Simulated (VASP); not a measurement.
A run of VASP 6.6.1:

The input INCAR:

```
PREC     = Accurate       # precision mode
ENCUT    = 520            # plane-wave cutoff, eV
EDIFF    = 1E-7           # SCF threshold, eV
ISMEAR   = 0              # smearing method
SIGMA    = 0.02           # smearing width, eV
LREAL    = F              # projectors in reciprocal space
LASPH    = T              # aspherical terms in the spheres
NELM     = 100            # most SCF steps
ALGO     = Normal         # electronic algorithm
ISIF     = 2              # what is computed and relaxed
LWAVE    = F              # write WAVECAR
LCHARG   = T              # write CHGCAR
GGA      = PS             # functional
LELF     = T              # ELF
LVHAR    = T            
NBANDS   = 58             # bands
```

File KPOINTS:

```
Automatic mesh
0
Gamma
  4 4 4
```

POSCAR

```
Hg
1.0
    5.7154186795      0.0000000000      0.0000000000
    0.0000000000      5.7154186795      0.0000000000
    0.0000000000      0.0000000000      5.7154186795
Hg
8
Direct
    0.5000000000      0.5000000000      0.5000000000
    0.0000000000      0.0000000000      0.0000000000
    0.2500000000      0.0000000000      0.5000000000
    0.5000000000      0.2500000000      0.0000000000
    0.5000000000      0.7500000000      0.0000000000
    0.7500000000      0.0000000000      0.5000000000
    0.0000000000      0.5000000000      0.7500000000
    0.0000000000      0.5000000000      0.2500000000
```

Potentials or basis: VASP PAW PBE potentials, release 64 (Hg).

The run is started by

```bash
$ cat potpaw_PBE.64/Hg/POTCAR > POTCAR
$ mpirun -np 1 vasp_std > vasp.out
```

Hardware: 1 thread of AMD EPYC 7R43 64-Core Processor (Zen 3) (shared host).

Problem. How long does it take, and how much memory?

Solution. It took 2.5 min on 1 thread of AMD EPYC 7R43 64-Core Processor (Zen 3), on a shared host, peak memory 0.31 GiB. Counts: scf iterations 13, k points 10.
